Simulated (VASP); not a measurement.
# KAg (CsCl type) (Pm-3m) in VASP: notebook

KAg (CsCl type) is run at these levels: PBEsol; tasks: electric field gradients.

Everything below comes from runs of VASP 6.6.1. Logs are shortened: lines on timing, memory, paths and dates and some standing lists are left out, and cuts for length are marked.

## 1. The cell of the first run

The structure is cubic, space group Pm-3m (No. 221). The conventional cell has a = 3.984 Å, b = 3.984 Å, c = 3.984 Å, α = 90.00°, β = 90.00°, γ = 90.00°. Within 4.5 Å of K (site symmetry m-3m) lie 8 Ag at 3.45 Å and 6 K at 3.98 Å. Ag (site symmetry m-3m) has 8 K at 3.45 Å and 6 Ag at 3.98 Å within 4.5 Å.

## 2. Electric field gradients, PBEsol

INCAR reads:

```
SYSTEM = KAg
  PREC = Accurate
  ENCUT = 400
  EDIFF = 1E-8
  ISMEAR = -1
  SIGMA = 0.05
  LREAL = .False.
  LASPH = .True.
  NELM = 120
  ALGO = Normal
  ISIF = 2
  LWAVE = .False.
  LCHARG = .False.
  GGA = PS
  LEFG = .True.
  NBANDS = 17
  GGA_COMPAT = .False.
```

KPOINTS reads:

```
Automatic mesh
0
Gamma
  10 10 10
  0 0 0
```

POSCAR reads:

```
KAg
1.0
    3.9843582061      0.0000000000      0.0000000000
    0.0000000000      3.9843582061      0.0000000000
    0.0000000000      0.0000000000      3.9843582061
K Ag
1 1
Direct
    0.0000000000      0.0000000000      0.0000000000
    0.5000000000      0.5000000000      0.5000000000
```

Potentials or basis: VASP PAW PBE potentials, release 64 (K_sv, Ag).

Command:

```
> cat potpaw_PBE.64/K_sv/POTCAR potpaw_PBE.64/Ag/POTCAR > POTCAR
> mpirun -np 1 vasp_std > vasp.out
```

OUTCAR:

```text
SYSTEM = KAg
   PREC = Accurate
   ENCUT = 400
   EDIFF = 1E-8
   ISMEAR = -1
   LREAL = .False.
   LASPH = .True.
   NELM = 120
   ISIF = 2
   GGA = PS

 ion  position               nearest neighbor table
   1  0.000  0.000  0.000-   2 3.45   2 3.45   2 3.45   2 3.45   2 3.45   2 3.45   2 3.45   2 3.45

   2  0.500  0.500  0.500-   1 3.45   1 3.45   1 3.45   1 3.45   1 3.45   1 3.45   1 3.45   1 3.45

  LATTYP: Found a simple cubic cell.
 ALAT       =     3.9843582061

  Lattice vectors:

 A1 = (   3.9843582061,   0.0000000000,   0.0000000000)
 A2 = (   0.0000000000,   3.9843582061,   0.0000000000)
 A3 = (   0.0000000000,   0.0000000000,   3.9843582061)

Analysis of symmetry for initial positions (statically):
=====================================================================
 Subroutine PRICEL returns:
 Original cell was already a primitive cell.

 Routine SETGRP: Setting up the symmetry group for a
 simple cubic supercell.

 Subroutine GETGRP returns: Found 48 space group operations
 (whereof 48 operations were pure point group operations)
 out of a pool of 48 trial point group operations.

The static configuration has the point symmetry O_h .

Analysis of symmetry for dynamics (positions and initial velocities):
=====================================================================
 Subroutine PRICEL returns:
 Original cell was already a primitive cell.

 Routine SETGRP: Setting up the symmetry group for a
 simple cubic supercell.

 Subroutine GETGRP returns: Found 48 space group operations
 (whereof 48 operations were pure point group operations)
 out of a pool of 48 trial point group operations.

The dynamic configuration has the point symmetry O_h .

 Subroutine INISYM returns: Found 48 space group operations
 (whereof 48 operations are pure point group operations),
 and found     1 'primitive' translations

----------------------------------------------------------------------------------------

                                     Primitive cell

  volume of cell :      63.2521

  direct lattice vectors                    reciprocal lattice vectors
     3.984358206  0.000000000  0.000000000     0.250981450  0.000000000  0.000000000
     0.000000000  3.984358206  0.000000000     0.000000000  0.250981450  0.000000000
     0.000000000  0.000000000  3.984358206     0.000000000  0.000000000  0.250981450

  length of vectors
     3.984358206  3.984358206  3.984358206     0.250981450  0.250981450  0.250981450

  position of ions in fractional coordinates (direct lattice)
     0.000000000  0.000000000  0.000000000
     0.500000000  0.500000000  0.500000000

  ion indices of the primitive-cell ions
   primitive index   ion index
                 1           1
                 2           2

----------------------------------------------------------------------------------------

 KPOINTS: Automatic mesh

Automatic generation of k-mesh.
 Grid dimensions read from file:
 generate k-points for:   10   10   10

 Generating k-lattice:

  Cartesian coordinates                     Fractional coordinates (reciprocal lattice)
     0.025098145  0.000000000  0.000000000     0.100000000  0.000000000  0.000000000
     0.000000000  0.025098145  0.000000000     0.000000000  0.100000000  0.000000000
     0.000000000  0.000000000  0.025098145     0.000000000  0.000000000  0.100000000

  Length of vectors
     0.025098145  0.025098145  0.025098145

  Shift w.r.t. Gamma in fractional coordinates (k-lattice)
     0.000000000  0.000000000  0.000000000

 Subroutine IBZKPT returns following result:
 ===========================================

 Found     56 irreducible k-points:

 Following reciprocal coordinates:
            Coordinates               Weight
  0.000000  0.000000  0.000000      1.000000
  0.100000  0.000000  0.000000      6.000000
  0.200000  0.000000  0.000000      6.000000
  0.300000  0.000000  0.000000      6.000000
  0.400000  0.000000  0.000000      6.000000
  0.500000  0.000000  0.000000      3.000000
[... 16 lines left out ...]
  0.200000  0.100000  0.100000     24.000000
  0.300000  0.100000  0.100000     24.000000
 [... further k-points ...]
   k-points           NKPTS =     56   k-points in BZ     NKDIM =     56   number of bands    NBANDS=     17
   number of dos      NEDOS =    301   number of ions     NIONS =      2
   total plane-waves  NPLWV =  21952
   dimension x,y,z NGX =    28 NGY =   28 NGZ =   28
   dimension x,y,z NGXF=    56 NGYF=   56 NGZF=   56
   ions per type =               1   1
   NGX,Y,Z   is equivalent  to a cutoff of  11.68, 11.68, 11.68 a.u.
   NGXF,Y,Z  is equivalent  to a cutoff of  23.37, 23.37, 23.37 a.u.
 SYSTEM =  KAg
   PREC   = accura    normal or accurate (medium, high low for compatibility)
   ISTART =      0    job   : 0-new  1-cont  2-samecut
   ICHARG =      2    charge: 1-file 2-atom 10-const
   ISPIN  =      1    spin polarized calculation?
   LNONCOLLINEAR =      F non collinear calculations
   LSORBIT =      F    spin-orbit coupling
   LASPH  =      T    aspherical Exc in radial PAW
   ENCUT  =  400.0 eV  29.40 Ry    5.42 a.u.   6.50  6.50  6.50*2*pi/ulx,y,z
   NELM   =    120;   NELMIN=  2; NELMDL= -5     # of ELM steps
   EDIFF  = 0.1E-07   stopping-criterion for ELM
   LREAL  =      F    real-space projection
   EDIFFG = 0.1E-06   stopping-criterion for IOM
   NSW    =      0    number of steps for IOM
   IBRION =     -1    ionic relax: 0-MD 1-quasi-New 2-CG
   NFREE  =      0    steps in history (QN), initial steepest desc. (CG)
   ISIF   =      2    stress and relaxation
   ISYM   =      2    0-nonsym 1-usesym 2-fastsym
   POTIM  = 0.5000    time-step for ionic-motion
   TEBEG  =    0.0;   TEEND  =   0.0 temperature during run
   PSTRESS=    0.0 pullay stress
   NELECT =      20.0000    total number of electrons
   NUPDOWN=      -1.0000    fix difference up-down
   EMIN   =  10.00;   EMAX   =-10.00  energy-range for DOS
   EFERMI =   0.00;   METHOD = LEGACY
   ISMEAR =    -1;   SIGMA  =   0.05  broadening in eV -4-tet -1-fermi 0-gaus
   EFERMI_NEDOS =   21; number of points for ismear=-14 and -15
   IALGO  =     38    algorithm
   IMIX   =      4    mixing-type and parameters
     AMIX     =   0.40;   BMIX     =  1.00
     AMIX_MAG =   1.60;   BMIX_MAG =  1.00
  volume/ion in A,a.u.               =      31.63       213.42
  Fermi-wavevector in a.u.,A,eV,Ry     =   1.115304  2.107618 16.924317  1.243902
  Thomas-Fermi vector in A             =   2.251907
   LORBIT       =      0    0 simple, 1 ext, 2 COOP (PROOUT), +10 PAW based schemes
   GGA     = PS    functional components
   LHFCALC =     F    Hartree Fock is set to
   AEXX    =    0.0000 exact exchange contribution
   IVDW    =     0    specifies the selected vdW correction
   LEPSILON=     F    determine dielectric tensor
   LRPA    =     F    only Hartree local field effects (RPA)
 non-spin polarized calculation
  energy-cutoff  :      400.00
  volume of cell :       63.25
 maximum number of plane-waves:      1189
 NGX is ok and might be reduce to    28
   NGX = 13   NGY = 13   NGZ = 13

 number of electron      19.9999991 magnetization

 Free energy of the ion-electron system (eV)
  ---------------------------------------------------
  ext. energy  EPLUGINS =         0.00000000
  ---------------------------------------------------
  free energy    TOTEN  =        -3.99771039 eV

  energy without entropy =       -3.99573825  energy(sigma->0) =       -3.99672432

 E-fermi :   2.0891     XC(G=0):  -8.5877

 val. band max:        1.9196239658   @ k =   0.5000   0.1000   0.1000
 cond. band min:       2.0905557821   @ k =   0.4000   0.4000   0.4000
 fundamental gap:      0.1709318164
 Fermi energy:         2.0891358993

 k-point     1 :       0.0000    0.0000    0.0000
  band No.  band energies     occupation
      1     -28.5024      2.00000
      2     -12.0023      2.00000
      3     -12.0023      2.00000
      4     -12.0023      2.00000
      5      -2.0208      2.00000
      6      -2.0208      2.00000
[... 9 lines left out ...]
     16      10.0948      0.00000
     17      10.0948      0.00000

 k-point     2 :       0.1000    0.0000    0.0000
  band No.  band energies     occupation
      1     -28.5011      2.00000
      2     -12.0237      2.00000
      3     -12.0007      2.00000
      4     -12.0007      2.00000
      5      -2.0143      2.00000
      6      -1.9938      2.00000
[... 9 lines left out ...]
     16      10.0905      0.00000
     17      10.3150      0.00000
[... 421 lines left out ...]
 k-point    24 :       0.3000    0.1000    0.1000
  band No.  band energies     occupation
      1     -28.4915      2.00000
      2     -12.1403      2.00000
      3     -12.0103      2.00000
      4     -12.0082      2.00000
      5      -1.9362      2.00000
      6      -1.8221      2.00000
[... 9 lines left out ...]
     16       9.8256      0.00000
     17      11.1732      0.00000

 [... further k-points ...]
[... 5 lines left out ...]
  --------------------------------------------------------------------------------------
  -------------------------------------------------------------------------------------
  Total       -0.0305980     -0.0305980     -0.0305980     -0.0000000     -0.0000000      0.0000000
  in kB       -0.7750490     -0.7750490     -0.7750490     -0.0000000     -0.0000000      0.0000000
  external PRESSURE =      -0.7750490 kB  Pullay stress =       0.0000000 kB

 VOLUME and BASIS-vectors are now :
 -----------------------------------------------------------------------------
  energy-cutoff  :      400.00
  volume of cell :       63.25
      direct lattice vectors                 reciprocal lattice vectors
     3.984358206  0.000000000  0.000000000     0.250981450  0.000000000  0.000000000
     0.000000000  3.984358206  0.000000000     0.000000000  0.250981450  0.000000000
     0.000000000  0.000000000  3.984358206     0.000000000  0.000000000  0.250981450

 POSITION                                       TOTAL-FORCE (eV/Angst)
 -----------------------------------------------------------------------------------
      0.00000      0.00000      0.00000         0.000000      0.000000      0.000000
      1.99218      1.99218      1.99218         0.000000      0.000000      0.000000
 -----------------------------------------------------------------------------------
    total drift:                                0.000000      0.000000      0.000000

  FREE ENERGIE OF THE ION-ELECTRON SYSTEM (eV)
  ---------------------------------------------------
  free  energy   TOTEN  =        -3.9977103854 eV

  energy  without entropy=       -3.9957382543  energy(sigma->0) =       -3.99672432

 Electric field gradients (V/A^2)
---------------------------------------------------------------------
 ion       V_xx      V_yy      V_zz      V_xy      V_xz      V_yz
---------------------------------------------------------------------
   1      -0.000    -0.000    -0.000    -0.000     0.000    -0.000
   2       0.000     0.000    -0.000     0.000     0.000     0.000
---------------------------------------------------------------------

 Electric field gradients after diagonalization (V/A^2)
 (convention: |V_zz| > |V_xx| > |V_yy|)
----------------------------------------------------------------------
 ion       V_xx      V_yy      V_zz     asymmetry (V_yy - V_xx)/ V_zz
----------------------------------------------------------------------
   1      -0.000    -0.000    -0.000      -0.162
   2      -0.000     0.000     0.000       0.425
----------------------------------------------------------------------

           NMR quadrupolar parameters

 Cq : quadrupolar parameter    Cq=e*Q*V_zz/h
 eta: asymmetry parameters     (V_yy - V_xx)/ V_zz
 Q  : nuclear electric quadrupole moment in mb (millibarn)
----------------------------------------------------------------------
 ion       Cq(MHz)       eta       Q (mb)
----------------------------------------------------------------------
   1      -0.000      -0.162       1.000
   2       0.000       0.425       1.000
----------------------------------------------------------------------
```

Run time: 52 s. Hardware: 1 thread of AMD EPYC 9R45 (Zen 5), shared host; peak memory 0.14 GiB.

What came out:

* Free energy: -3.9977 eV
* Pressure: -0.1 GPa
* Band gap on the k mesh: zero (band 10 reaches 3.55 eV, above the bottom of band 11 at 1.64 eV)

Levels at points of the mesh, in eV from the Fermi level:
```csv
k point,band 8,band 9,band 10,band 11,band 12,band 13
"(0.00, 0.00, 0.00)",-3.73,-3.73,-3.73,4.26,4.26,5.94
"(0.50, 0.00, 0.00)",-3.81,-3.70,-1.50,-0.45,4.51,4.84
"(0.50, 0.50, 0.00)",-3.86,-3.55,-0.64,1.64,1.64,3.83
"(0.50, 0.50, 0.50)",-3.54,-3.54,1.46,1.46,1.46,1.74
```

Caveat: without QUAD_EFG the Cq values of the log hold for a quadrupole moment of 1 mb, not for the nuclei; the PAW data sets were made with another functional, which shifts forces and pressure a little.

[end of part 1 of 2]
